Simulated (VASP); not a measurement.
Wanted: the native input for a VASP 6.6.1 run.

| Property | Result |
| --- | --- |
| Task | single point |
| Functional | PBEsol |
| Potentials or basis | VASP PAW PBE potentials, release 64 (Pt) |
| Cutoff | 520 eV |
| k mesh | 24 × 24 × 24 |
| Occupations | gaussian, width 0.15 eV |
| Spin | no spin polarisation |
| Dipole correction | no |
| Further INCAR settings | ALGO = Fast; EDIFF = 1e-07; NBANDS = 11 |

The structure of Pt lies in POSCAR:

```
Pt
1.0
    0.0000000000      1.9263154446      2.0226312169
    1.9263154446      0.0000000000      2.0226312169
    1.9263154446      1.9263154446      0.0000000000
Pt
1
Direct
    0.0000000000      0.0000000000      0.0000000000
```

This cell differs from its parent crystal: ratio of the length along z to the lengths across it x 1.05, volume and fractional coordinates fixed.

The input as run:

INCAR

```
PREC = Accurate
ENCUT = 520
EDIFF = 1E-7
ISMEAR = 0
SIGMA = 0.15
LREAL = F
LASPH = T
NELM = 100
ALGO = Fast
ISIF = 2
LWAVE = F
LCHARG = F
GGA = PS
NBANDS = 11
```

KPOINTS

```
regular mesh
0
Gamma
  24 24 24
```

Potentials or basis: VASP PAW PBE potentials, release 64 (Pt).

Launch:

```bash
$ cat potpaw_PBE.64/Pt/POTCAR > POTCAR
$ mpirun -np 1 vasp_std > vasp.out
```

It gave:

```
Pressure               : 0.5 GPa
Band gap on the k mesh : zero (band 5 reaches 11.95 eV, above the bottom of band 6 at 9.47 eV)
```

Caveat: the PAW data sets were made with another functional, which shifts forces and pressure a little; spin-orbit coupling is left out, which moves the levels of the heavy elements.

Run time: 53 s on 1 thread of Intel(R) Xeon(R) 6975P-C (Granite Rapids), on a shared host, peak memory 0.29 GiB.
